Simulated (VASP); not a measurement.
Crystal: CdTe.

```xyz
2
Lattice="0.0000 3.2050 3.2050 3.2050 0.0000 3.2050 3.2050 3.2050 0.0000" Properties=species:S:1:pos:R:3 pbc="T T T"
Cd    0.0000    0.0000    0.0000
Te    1.6025    1.6025    1.6025
```

Base run:

```yaml
Program: VASP 6.6.1
Functional: PBE
Potentials_or_basis: VASP PAW PBE potentials, release 64 (Cd, Te)
Cutoff: 520 eV
k_mesh: 5 × 5 × 5
Occupations: gaussian, width 0.01 eV
Spin: no spin polarisation
```

Its results: band gap on the k mesh 0.87 eV, direct; pressure 4.5 GPa.

Question: The run is repeated on the same cell with these changes: k mesh from 5 × 5 × 5 to 3 × 3 × 3; further incar settings from ALGO = Normal; EDIFF = 1e-07; NBANDS = 16 to ALGO = Normal; EDIFF = 1e-06; NBANDS = 16. What comes out?

Answer: Band gap on the k mesh 0.84 eV, direct; pressure 5.3 GPa.

Caveats: some runs use coarse meshes; spin-orbit coupling is left out, which moves the levels of the heavy elements.

